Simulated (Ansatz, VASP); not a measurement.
# ZrC in VASP and in Ansatz

```
Zr C
1.0
     0.00000    2.27970    2.35021
     2.27970    0.00000    2.35021
     2.27970    2.27970    0.00000
Zr C
1 1
Cartesian
  2.2797 2.2797 2.3502
  0.0000 0.0000 0.0000
```

Change from the starting cell: strain -0.030 along x and y, +0.000 along z, atoms carried along.

Alike in both runs: task single point; functional PBE; k mesh 18 × 18 × 18; occupations gaussian, width 0.15 eV; no spin polarisation.

|  | VASP | Ansatz |
| --- | --- | --- |
| version | VASP 6.6.1 | Ansatz 0.2.0 |
| potentials or method | VASP PAW PBE potentials, release 64 (Zr_sv, C), cutoff 520 eV | scalar-relativistic, plane waves, PAW |
| valence electrons in the cell | 16 | 16 |

```csv
,VASP,Ansatz,Ansatz less VASP
gap on the k mesh at the Fermi level (eV),none,none,-
pressure (GPa),17.5,17.3,-0.29
"traceless stress, the component that is largest in VASP (GPa)",-9.29,-9.25,+0.038
```

A gap of «none» marks a metal or a gap that the smearing closes. The functional is the same, so the differences come from potentials, cutoffs and numerics.
